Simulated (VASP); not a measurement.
# Nb (Immm) in VASP: further runs

The runs below take Nb through single point, with PBEsol.

All numbers are computed with VASP 6.6.1; they aren't measurements. Logs are shortened: lines on timing, memory, paths and dates and some standing lists are left out, and cuts for length are marked.

**1. The cell of the first run**

It takes space group Immm (No. 71, orthorhombic). Conventional cell: a = 2.961 Å, b = 3.021 Å, c = 4.230 Å, α = 90.00°, β = 90.00°, γ = 90.00°. Within 3.9 Å of Nb (site symmetry mmm) lie 12 Nb at 2.96 to 3.02 Å.

**2. Single point, PBEsol (strain -0.0200 x Voigt [0, 0, 0, 0, 1, 0])**

The input, INCAR:

```
SYSTEM = Nb
PREC = Accurate ; ENCUT = 520
EDIFF = 1E-6 ; ISMEAR = 0
SIGMA = 0.15 ; LREAL = .FALSE.
LASPH = .TRUE. ; NELM = 100
ALGO = Fast ; ISIF = 2
LWAVE = .FALSE. ; LCHARG = .FALSE.
GGA = PS ; NBANDS = 12
```

The input, KPOINTS:

```
regular mesh
0
G
  20 20 20
  0 0 0
```

The input, POSCAR:

```
Nb
1.0
   -0.0211500000      2.1150000000      2.1150000000
    2.0938500000      0.0000000000      2.0938500000
    2.1150000000      2.1150000000     -0.0211500000
Nb
1
Direct
    0.0000000000      0.0000000000      0.0000000000
```

Potentials or basis: VASP PAW PBE potentials, release 64 (Nb_sv).

Command:

```bash
cat potpaw_PBE.64/Nb_sv/POTCAR > POTCAR
mpirun -np 1 vasp_std > vasp.out
```

OUTCAR:

```text
SYSTEM = Nb
   PREC = Accurate
   ENCUT = 520
   EDIFF = 1E-6
   ISMEAR = 0
   LREAL = .FALSE.
   LASPH = .TRUE.
   NELM = 100
   ISIF = 2
   GGA = PS

 ion  position               nearest neighbor table
   1  0.000  0.000  0.000-

  LATTYP: Found a body centered orthorhombic cell.
 ALAT       =     2.9611510676
 B/A-ratio  =     1.0202020202
 C/A-ratio  =     1.4284985479

  Lattice vectors:

 A1 = (   2.1150000000,  -2.1150000000,  -0.0211500000)
 A2 = (  -2.1150000000,  -2.1150000000,   0.0211500000)
 A3 = (   0.0211500000,   2.1150000000,  -2.1150000000)

Analysis of symmetry for initial positions (statically):
=====================================================================
 Subroutine PRICEL returns:
 Original cell was already a primitive cell.

 Routine SETGRP: Setting up the symmetry group for a
 body centered orthorhombic supercell.

 Subroutine GETGRP returns: Found  8 space group operations
 (whereof  8 operations were pure point group operations)
 out of a pool of  8 trial point group operations.

The static configuration has the point symmetry D_2h.

Analysis of symmetry for dynamics (positions and initial velocities):
=====================================================================
 Subroutine PRICEL returns:
 Original cell was already a primitive cell.

 Routine SETGRP: Setting up the symmetry group for a
 body centered orthorhombic supercell.

 Subroutine GETGRP returns: Found  8 space group operations
 (whereof  8 operations were pure point group operations)
 out of a pool of  8 trial point group operations.

The dynamic configuration has the point symmetry D_2h.

 Subroutine INISYM returns: Found  8 space group operations
 (whereof  8 operations are pure point group operations),
 and found     1 'primitive' translations

----------------------------------------------------------------------------------------

                                     Primitive cell

  volume of cell :      18.9198

  direct lattice vectors                    reciprocal lattice vectors
    -0.021150000  2.115000000  2.115000000    -0.234065960  0.236406619  0.234065960
     2.093850000  0.000000000  2.093850000     0.238794565 -0.236406619  0.238794565
     2.115000000  2.115000000 -0.021150000     0.234065960  0.236406619 -0.234065960

  length of vectors
     2.991136460  2.961151068  2.991136460     0.406770005  0.412230249  0.406770005

  position of ions in fractional coordinates (direct lattice)
     0.000000000  0.000000000  0.000000000

  ion indices of the primitive-cell ions
   primitive index   ion index
                 1           1

----------------------------------------------------------------------------------------

 KPOINTS: regular mesh

Automatic generation of k-mesh.
 Grid dimensions read from file:
 generate k-points for:   20   20   20

 Generating k-lattice:

  Cartesian coordinates                     Fractional coordinates (reciprocal lattice)
    -0.011703298  0.011820331  0.011703298     0.050000000  0.000000000  0.000000000
     0.011939728 -0.011820331  0.011939728     0.000000000  0.050000000  0.000000000
     0.011703298  0.011820331 -0.011703298     0.000000000  0.000000000  0.050000000

  Length of vectors
     0.020338500  0.020611512  0.020338500

  Shift w.r.t. Gamma in fractional coordinates (k-lattice)
     0.000000000  0.000000000  0.000000000

 Subroutine IBZKPT returns following result:
 ===========================================

 Found   1166 irreducible k-points:

 Following reciprocal coordinates:
            Coordinates               Weight
  0.000000  0.000000  0.000000      1.000000
  0.050000  0.000000  0.000000      4.000000
  0.100000  0.000000 -0.000000      4.000000
  0.150000  0.000000 -0.000000      4.000000
  0.200000  0.000000 -0.000000      4.000000
  0.250000  0.000000 -0.000000      4.000000
[... 16 lines left out ...]
 -0.450000  0.050000 -0.000000      8.000000
 -0.400000  0.050000  0.000000      8.000000
 [... further k-points ...]
[... 50 lines left out ...]
      9      13.2764      0.00000
     10      13.2837      0.00000
     11      23.2357      0.00000
     12      25.8465      0.00000

 k-point     4 :       0.1500    0.0000   -0.0000
  band No.  band energies     occupation
      1     -43.9426      2.00000
      2     -19.6664      2.00000
      3     -19.4378      2.00000
      4     -19.4061      2.00000
      5       5.2608      2.00000
      6      10.2404      1.99999
      7      11.0404      0.00279
      8      11.2771      0.00000
      9      13.2063      0.00000
     10      13.2237      0.00000
     11      23.8867      0.00000
     12      25.0148      0.00000

 k-point     5 :       0.2000    0.0000   -0.0000
  band No.  band energies     occupation
      1     -43.9175      2.00000
      2     -19.8303      2.00000
      3     -19.4571      2.00000
      4     -19.4274      2.00000
      5       5.7637      2.00000
      6      10.0426      2.00000
      7      11.1124      0.00024
      8      11.3578      0.00000
      9      13.2494      0.00000
     10      13.2865      0.00000
     11      23.7178      0.00000
     12      25.1296      0.00000
[... 228 lines left out ...]
      1     -43.8036      2.00000
      2     -20.5065      2.00000
      3     -19.5522      2.00000
      4     -19.5342      2.00000
      5       6.9900      2.00000
      6      10.5792      1.82545
      7      10.8113      0.40636
      8      11.5016      0.00000
      9      15.1171      0.00000
     10      15.2707      0.00000
     11      21.1386      0.00000
     12      22.9597      0.00000

 k-point    22 :       0.5000    0.0500    0.0000
  band No.  band energies     occupation
      1     -43.7961      2.00000
      2     -20.5500      2.00000
      3     -19.5570      2.00000
      4     -19.5410      2.00000
      5       6.9847      2.00000
      6      10.5367      1.92146
      7      10.7546      0.76748
      8      11.8174      0.00000
      9      15.2676      0.00000
     10      15.5397      0.00000
     11      20.8906      0.00000
     12      22.5611      0.00000

 k-point    23 :      -0.4500    0.0500   -0.0000
  band No.  band energies     occupation
      1     -43.7974      2.00000
      2     -20.5420      2.00000
      3     -19.5579      2.00000
      4     -19.5376      2.00000
      5       6.9878      2.00000
      6      10.5559      1.88532
      7      10.7589      0.73669
      8      11.7469      0.00000
      9      15.1102      0.00000
     10      15.6102      0.00000
     11      20.9520      0.00000
     12      22.6367      0.00000

 k-point    24 :      -0.4000    0.0500    0.0000
  band No.  band energies     occupation
      1     -43.8076      2.00000
      2     -20.4831      2.00000
      3     -19.5531      2.00000
      4     -19.5261      2.00000
      5       6.9939      2.00000
      6      10.6354      1.59262
      7      10.8231      0.34663
      8      11.3257      0.00000
      9      14.7353      0.00000
     10      15.4162      0.00000
     11      21.2788      0.00000
     12      23.1914      0.00000

 [... further k-points ...]

------------------------ aborting loop because EDIFF is reached ----------------------------------------

  FORCE on cell =-STRESS in cart. coord.  units (eV):
  Direction    XX          YY          ZZ          XY          YZ          ZX
  --------------------------------------------------------------------------------------
  -------------------------------------------------------------------------------------
  Total       -0.8496049     -0.8593036     -0.8496049     -0.0000000     -0.0000000     -0.1197500
  in kB      -71.9465369    -72.7678464    -71.9465369     -0.0000000     -0.0000000    -10.1407124
  external PRESSURE =     -72.2203067 kB  Pullay stress =       0.0000000 kB

 VOLUME and BASIS-vectors are now :
 -----------------------------------------------------------------------------
  energy-cutoff  :      520.00
  volume of cell :       18.92
      direct lattice vectors                 reciprocal lattice vectors
    -0.021150000  2.115000000  2.115000000    -0.234065960  0.236406619  0.234065960
     2.093850000  0.000000000  2.093850000     0.238794565 -0.236406619  0.238794565
     2.115000000  2.115000000 -0.021150000     0.234065960  0.236406619 -0.234065960

 POSITION                                       TOTAL-FORCE (eV/Angst)
 -----------------------------------------------------------------------------------
      0.00000      0.00000      0.00000         0.000000      0.000000     -0.000000
 -----------------------------------------------------------------------------------
    total drift:                               -0.000000      0.000000      0.000000

  FREE ENERGIE OF THE ION-ELECTRON SYSTEM (eV)
  ---------------------------------------------------
  free  energy   TOTEN  =       -10.5969211808 eV

  energy  without entropy=      -10.5797451674  energy(sigma->0) =      -10.58833317
```

It took 2.2 min on 1 thread of Intel Xeon 6975P-C (Granite Rapids), shared host; peak memory 0.35 GiB.

What came out:

```
Free energy            : -10.5969 eV
Pressure               : -7.2 GPa
Band gap on the k mesh : zero (an odd number of electrons rules out a gap without spin polarisation)
```

Levels at points of the mesh, in eV from the Fermi level:
| k point | band 4 | band 5 | band 6 | band 7 | band 8 | band 9 |
| --- | --- | --- | --- | --- | --- | --- |
| (0.00, 0.00, 0.00) | -30.10 | -6.23 | -0.04 | 0.10 | 0.26 | 2.68 |
| (0.50, 0.00, 0.00) | -30.25 | -3.82 | -0.17 | 0.07 | 1.24 | 4.52 |
| (0.00, 0.50, 0.00) | -30.28 | -3.82 | -0.23 | 0.00 | 1.43 | 4.58 |
| (0.50, 0.50, 0.00) | -30.54 | -4.03 | -3.28 | 3.53 | 4.58 | 5.19 |
| (0.50, 0.00, 0.50) | -30.50 | -4.03 | -3.28 | 3.52 | 4.61 | 5.20 |

Caveat: the cell differs from its parent crystal (strain -0.0200 x Voigt [0, 0, 0, 0, 1, 0]); the cell stands under tension; the PAW data sets were made with another functional, which shifts forces and pressure a little.

**3. Single point, PBEsol (strain +0.0150 x Voigt [0, 0, 0, 0, 1, 0])**

The input, INCAR:

```
SYSTEM = Nb
  PREC = Accurate
  ENCUT = 520
  EDIFF = 1E-7
  ISMEAR = 0
  SIGMA = 0.15
  LREAL = .FALSE.
  LASPH = .TRUE.
  NELM = 100
  ALGO = Fast
  ISIF = 2
  LWAVE = .FALSE.
  LCHARG = .TRUE.
  GGA = PS
  LELF = .TRUE.
  LVHAR = .TRUE.
  NBANDS = 12
```

KPOINTS is that of step 2.

The input, POSCAR:

```
Nb
1.0
    0.0158625000      2.1150000000      2.1150000000
    2.1308625000      0.0000000000      2.1308625000
    2.1150000000      2.1150000000      0.0158625000
Nb
1
Direct
    0.0000000000      0.0000000000      0.0000000000
```

Potentials or basis: VASP PAW PBE potentials, release 64 (Nb_sv).

Command:

```bash
cat potpaw_PBE.64/Nb_sv/POTCAR > POTCAR
mpirun -np 1 vasp_std > vasp.out
```

It took 2.9 min on 1 thread of Intel Xeon 6975P-C (Granite Rapids), shared host; peak memory 0.36 GiB.

Results (log left out):

- Free energy: -10.5964 eV
- Pressure: -7.2 GPa
- Band gap on the k mesh: zero (an odd number of electrons rules out a gap without spin polarisation)

Stress tensor (GPa, compression positive):
```
-7.18  0.00  0.78
 0.00 -7.23  0.00
 0.78  0.00 -7.18
```

Levels at points of the mesh, in eV from the Fermi level:
| k point | band 3 | band 4 | band 5 | band 6 | band 7 | band 8 | band 9 | band 10 |
| --- | --- | --- | --- | --- | --- | --- | --- | --- |
| (0.00, 0.00, 0.00) | -30.13 | -30.11 | -6.23 | -0.01 | 0.10 | 0.22 | 2.67 | 2.67 |
| (0.50, 0.00, 0.00) | -30.30 | -30.28 | -3.82 | -0.19 | -0.02 | 1.40 | 4.59 | 4.71 |
| (0.00, 0.50, 0.00) | -30.27 | -30.26 | -3.82 | -0.15 | 0.03 | 1.27 | 4.54 | 4.67 |
| (0.50, 0.50, 0.00) | -30.54 | -30.54 | -4.03 | -3.28 | 3.52 | 4.59 | 5.19 | 5.20 |
| (0.50, 0.00, 0.50) | -30.57 | -30.51 | -4.03 | -3.28 | 3.52 | 4.60 | 5.19 | 5.20 |

Caveat: the cell differs from its parent crystal (strain +0.0150 x Voigt [0, 0, 0, 0, 1, 0]); the cell stands under tension; the PAW data sets were made with another functional, which shifts forces and pressure a little.

**4. Single point, PBEsol (strain -0.0100 x Voigt [0, 0, 0, 0, 1, 0])**

The input, INCAR:

```
ALGO = Fast
EDIFF = 1E-7
ENCUT = 520
GGA = PS
ISIF = 2
ISMEAR = 0
LASPH = T
LCHARG = F
LREAL = F
LWAVE = F
NBANDS = 12
NELM = 80
PREC = Accurate
SIGMA = 0.15
```

The input, KPOINTS:

```
k-points
0
Gamma
  20 20 20
```

The input, POSCAR:

```
Nb
1.0
   -0.0105750000      2.1150000000      2.1150000000
    2.1044250000      0.0000000000      2.1044250000
    2.1150000000      2.1150000000     -0.0105750000
Nb
1
Direct
    0.0000000000      0.0000000000      0.0000000000
```

Command:

```bash
cat potpaw_PBE.64/Nb_sv/POTCAR > POTCAR
mpirun -np 1 vasp_std > vasp.out
```

It took 3.1 min on 1 thread of Intel Xeon 6975P-C (Granite Rapids), shared host; peak memory 0.36 GiB.

The run converged. Its results:

```
Free energy            : -10.5959 eV
Pressure               : -7.2 GPa
Band gap on the k mesh : zero (an odd number of electrons rules out a gap without spin polarisation)
```

Stress tensor (GPa, compression positive):
```
-7.18  0.00 -0.53
 0.00 -7.20  0.00
-0.53  0.00 -7.18
```

Levels at points of the mesh, in eV from the Fermi level:
| k point | band 3 | band 4 | band 5 | band 6 | band 7 | band 8 | band 9 | band 10 |
| --- | --- | --- | --- | --- | --- | --- | --- | --- |
| (0.00, 0.00, 0.00) | -30.13 | -30.11 | -6.24 | 0.03 | 0.10 | 0.18 | 2.67 | 2.67 |
| (0.50, 0.00, 0.00) | -30.28 | -30.27 | -3.82 | -0.13 | -0.01 | 1.29 | 4.57 | 4.66 |
| (0.00, 0.50, 0.00) | -30.29 | -30.28 | -3.82 | -0.16 | -0.04 | 1.38 | 4.60 | 4.68 |
| (0.50, 0.50, 0.00) | -30.54 | -30.54 | -4.03 | -3.28 | 3.52 | 4.60 | 5.19 | 5.20 |
| (0.50, 0.00, 0.50) | -30.56 | -30.52 | -4.03 | -3.28 | 3.52 | 4.60 | 5.19 | 5.19 |

Caveat: the cell differs from its parent crystal (strain -0.0100 x Voigt [0, 0, 0, 0, 1, 0]); the cell stands under tension; the PAW data sets were made with another functional, which shifts forces and pressure a little.

**5. Single point, PBEsol (strain +0.0050 x Voigt [0, 0, 0, 0, 1, 0])**

The input, INCAR:

```
  PREC = Accurate
  ENCUT = 520
  EDIFF = 1E-7
  ISMEAR = 0
  SIGMA = 0.15
  LREAL = False
  LASPH = True
  NELM = 80
  ALGO = Fast
  ISIF = 2
  LWAVE = False
  LCHARG = False
  GGA = PS
  NBANDS = 12
```

The input, KPOINTS:

```
Automatic mesh
0
Gamma
  20 20 20
```

The input, POSCAR:

```
Nb
1.0
    0.0052875000      2.1150000000      2.1150000000
    2.1202875000      0.0000000000      2.1202875000
    2.1150000000      2.1150000000      0.0052875000
Nb
1
Direct
    0.0000000000      0.0000000000      0.0000000000
```

Command:

```bash
cat potpaw_PBE.64/Nb_sv/POTCAR > POTCAR
mpirun -np 1 vasp_std > vasp.out
```

Run time: 3 min. Hardware: 1 thread of Intel Xeon 6975P-C (Granite Rapids), shared host; peak memory 0.37 GiB.

Results (log left out):

| Item | Value |
| --- | --- |
| Free energy | -10.5957 eV |
| Pressure | -7.2 GPa |
| Band gap on the k mesh | zero (an odd number of electrons rules out a gap without spin polarisation) |

Stress tensor (GPa, compression positive):
```
-7.18  0.00  0.27
 0.00 -7.18  0.00
 0.27  0.00 -7.18
```

Levels at points of the mesh, in eV from the Fermi level:
```csv
k point,band 4,band 5,band 6,band 7,band 8,band 9
"(0.00, 0.00, 0.00)",-30.12,-6.24,0.07,0.10,0.14,2.67
"(0.50, 0.00, 0.00)",-30.28,-3.82,-0.12,-0.06,1.36,4.62
"(0.00, 0.50, 0.00)",-30.27,-3.82,-0.11,-0.05,1.31,4.60
"(0.50, 0.50, 0.00)",-30.54,-4.03,-3.28,3.52,4.60,5.19
"(0.50, 0.00, 0.50)",-30.53,-4.03,-3.28,3.52,4.60,5.19
```

Caveat: the cell differs from its parent crystal (strain +0.0050 x Voigt [0, 0, 0, 0, 1, 0]); the cell stands under tension; the PAW data sets were made with another functional, which shifts forces and pressure a little.

**6. Single point, PBEsol (strain +0.0175 x Voigt [0, 0, 0, 0, 1, 0])**

The input, INCAR:

```
SYSTEM = Nb
ALGO = Fast ; EDIFF = 1E-6
ENCUT = 520 ; GGA = PS
ISIF = 2 ; ISMEAR = 0
LASPH = .TRUE. ; LCHARG = .TRUE.
LELF = .TRUE. ; LREAL = .FALSE.
LVHAR = .TRUE. ; LWAVE = .FALSE.
NBANDS = 12 ; NELM = 60
PREC = Accurate ; SIGMA = 0.15
```

The input, KPOINTS:

```
k-points
0
G
  20 20 20
  0 0 0
```

The input, POSCAR:

```
Nb
1.0
    0.0185062500      2.1150000000      2.1150000000
    2.1335062500      0.0000000000      2.1335062500
    2.1150000000      2.1150000000      0.0185062500
Nb
1
Direct
    0.0000000000      0.0000000000      0.0000000000
```

Potentials or basis: VASP PAW PBE potentials, release 64 (Nb_sv).

Command:

```bash
cat potpaw_PBE.64/Nb_sv/POTCAR > POTCAR
mpirun -np 1 vasp_std > vasp.out
```

Wall time 2.4 min (1 thread of Intel Xeon 6975P-C (Granite Rapids), shared host); peak memory 0.36 GiB.

The run converged. Its results:

* Free energy: -10.5966 eV
* Pressure: -7.2 GPa
* Band gap on the k mesh: zero (an odd number of electrons rules out a gap without spin polarisation)

Stress tensor (GPa, compression positive):
```
-7.21  0.00  0.90
 0.00 -7.27  0.00
 0.90  0.00 -7.21
```

Levels at points of the mesh, in eV from the Fermi level:
```tsv
k point	band 4	band 5	band 6	band 7	band 8	band 9
(0.00, 0.00, 0.00)	-30.10	-6.23	-0.02	0.10	0.24	2.67
(0.50, 0.00, 0.00)	-30.28	-3.82	-0.21	-0.01	1.42	4.58
(0.00, 0.50, 0.00)	-30.25	-3.82	-0.16	0.05	1.25	4.53
(0.50, 0.50, 0.00)	-30.54	-4.03	-3.28	3.53	4.59	5.19
(0.50, 0.00, 0.50)	-30.51	-4.03	-3.28	3.52	4.60	5.20
```

Caveat: the cell differs from its parent crystal (strain +0.0175 x Voigt [0, 0, 0, 0, 1, 0]); the cell stands under tension; the PAW data sets were made with another functional, which shifts forces and pressure a little.

**7. Overview**

| cell | further INCAR settings | gap on the mesh (eV) | pressure (GPa) |
| --- | --- | --- | --- |
| a = 2.991, b = 2.961 Å, angles 60.3, 60.7, 60.3°, 1 atom | ALGO = Fast; EDIFF = 1e-06; NBANDS = 12 | none | -7.2 |
| a = 2.991, b = 3.013 Å, angles 59.8, 59.5, 59.8°, 1 atom | ALGO = Fast; EDIFF = 1e-07; NBANDS = 12 | none | -7.2 |
| a = 2.991, b = 2.976 Å, angles 60.2, 60.3, 60.2°, 1 atom | ALGO = Fast; EDIFF = 1e-07; NBANDS = 12 | none | -7.2 |
| a = 2.991, b = 2.999 Å, angles 59.9, 59.8, 59.9°, 1 atom | ALGO = Fast; EDIFF = 1e-07; NBANDS = 12 | none | -7.2 |
| a = 2.991, b = 3.017 Å, angles 59.7, 59.4, 59.7°, 1 atom | ALGO = Fast; EDIFF = 1e-06; NBANDS = 12 | none | -7.2 |

Alike in all rows: task single point; level PBEsol; potentials or basis VASP PAW PBE potentials, release 64 (Nb_sv); no spin polarisation; k mesh 20 × 20 × 20; cutoff (eV) 520; smearing gaussian 0.15 eV.

Caveats: the cell stands under tension; the PAW data sets were made with another functional, which shifts forces and pressure a little.

Total energies depend on the potentials used, so only differences within one code and one set of settings carry meaning.
